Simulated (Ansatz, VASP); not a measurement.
## Al2Ru in VASP and in Ansatz

```
Al Ru
1.0
     0.00000    3.86475    4.67954
     2.27977    0.00000    4.67954
     2.27977    3.86475    0.00000
Al Ru
4 2
Cartesian
  1.1399 0.6110 2.3398
  1.1399 3.2538 2.3398
  2.2798 1.3214 4.6795
  2.2798 6.4081 4.6795
  3.4197 5.7971 7.0193
  2.2798 3.8648 4.6795
```

Alike in both runs: task single point; functional r2SCAN; k mesh 10 × 10 × 10; occupations gaussian, width 0.03 eV; no spin polarisation.

|  | VASP | Ansatz |
| --- | --- | --- |
| version | VASP 6.6.1 | Ansatz 0.2.0 |
| potentials or method | VASP PAW PBE potentials, release 64 (Al, Ru_pv), cutoff 520 eV | scalar-relativistic, plane waves, PAW |
| valence electrons in the cell | 40 | 44 |

|  | VASP | Ansatz | Ansatz less VASP |
| --- | --- | --- | --- |
| gap on the k mesh at the Fermi level (eV) | none | none | - |
| pressure (GPa) | 1.0 | 1.1 | +0.12 |
| traceless stress, the component that is largest in VASP (GPa) | -17.61 | -17.63 | -0.023 |
| rms of the force components (eV/Å) | 0.135 | 0.132 | -0.0027 |

VASP's potentials were made for PBE, not for r2SCAN. Atom by atom the forces differ by 0.003 eV/Å (rms over components). A gap of «none» marks a metal or a gap that the smearing closes. The functional is the same, so the differences come from potentials, cutoffs and numerics. VASP's potentials hold 40 valence electrons a cell and Ansatz's 44, so a difference there can come from the potentials and not from the codes.
